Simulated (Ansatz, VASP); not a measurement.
**Two plane-wave programs on ScSi2**

INCAR

```
SYSTEM = ScSi2
ALGO     = Normal         ! electronic algorithm
EDIFF    = 1E-6           ! SCF threshold, eV
ENCUT    = 500            ! plane-wave cutoff, eV
GGA      = LIBXC          ! functional
GGA_COMPAT= .False.      
ISIF     = 2              ! what is computed and relaxed
ISMEAR   = -1             ! smearing method
ISPIN    = 2              ! spin polarisation
LASPH    = .True.         ! aspherical terms in the spheres
LCHARG   = .False.        ! write CHGCAR
LIBXC1   = GGA_X_B88    
LIBXC2   = GGA_C_PBE    
LMAXMIX  = 4              ! l up to which the mixer works
LORBIT   = 11             ! projections on sites
LREAL    = .False.        ! projectors in reciprocal space
LWAVE    = .False.        ! write WAVECAR
MAGMOM   = 0.5 0 0        ! initial moments
NBANDS   = 20             ! bands
NELM     = 200            ! most SCF steps
PREC     = Accurate       ! precision mode
SIGMA    = 0.05           ! smearing width, eV
```

File KPOINTS:

```
k-points
0
Gamma
  8 8 7
  0 0 0
```

The input POSCAR:

```
ScSi2
1.0
    3.6600000000      0.0000000000      0.0000000000
   -1.8300000000      3.1696529779      0.0000000000
    0.0000000000      0.0000000000      3.8700000000
Sc Si
1 2
Direct
    0.0000000000      0.0000000000      0.0000000000
    0.6666666667      0.3333333333      0.5000000000
    0.3333333333      0.6666666667      0.5000000000
```

File input.yaml:

```yaml
crystal:
  lattice:
    - [3.66, 0.0, 0.0]
    - [-1.83, 3.1696529779, 0.0]
    - [0.0, 0.0, 3.87]
  atoms:
    - { symbol: Sc, position: [0.0, 0.0, 0.0], spin: 0.5 }
    - { symbol: Si, position: [0.6666666667, 0.3333333333, 0.5] }
    - { symbol: Si, position: [0.3333333333, 0.6666666667, 0.5] }
hamiltonian:
  xc: { exchange: b88, correlation: pbe }
  pseudopotentials: { kind: paw, xc_functional: lda, accuracy: standard }
magnetization:
  spin_polarized: true
kpoints:
  mp_grid: { grid: [8, 8, 7] }
scf:
  occupations: { method: fermi_dirac, width: 0.05 }
  n_extra_bands: 7
output:
  forces: true
  stress: true
  eigenvalues: true
  dos: { projected: true, de: 0.05, nscf_kmesh: { grid: [12, 12, 11] } }
```

Alike in both runs: functional b88 exchange, pbe correlation; k mesh 8 × 8 × 7; occupations fermi-dirac, width 0.05 eV; collinear spin.

```csv
,VASP,Ansatz
version,VASP 6.6.1,Ansatz 0.2.0
potentials or method,"VASP PAW PBE potentials, release 64 (Sc_sv, Si)",JTH PAW LDA
plane-wave cutoff (eV),500,1350
valence electrons in the cell,19,19
task,single point,projected density of states
```

Ansatz gave:

| Property | Result |
| --- | --- |
| gap on the k mesh at the Fermi level (eV) | none |
| pressure (GPa) | 25.5 |
| traceless stress, the component that is largest in VASP (GPa) | -23.96 |
| net moment per atom (μB) | 0.00 |

Task: Estimate VASP's values.

Result: gap on the k mesh at the Fermi level (eV): none; pressure (GPa): 25.4; traceless stress, the component that is largest in VASP (GPa): -23.84; net moment per atom (μB): 0.00.

VASP's potentials were made for PBE, not for b88 exchange, pbe correlation. A gap of «none» marks a metal or a gap that the smearing closes.
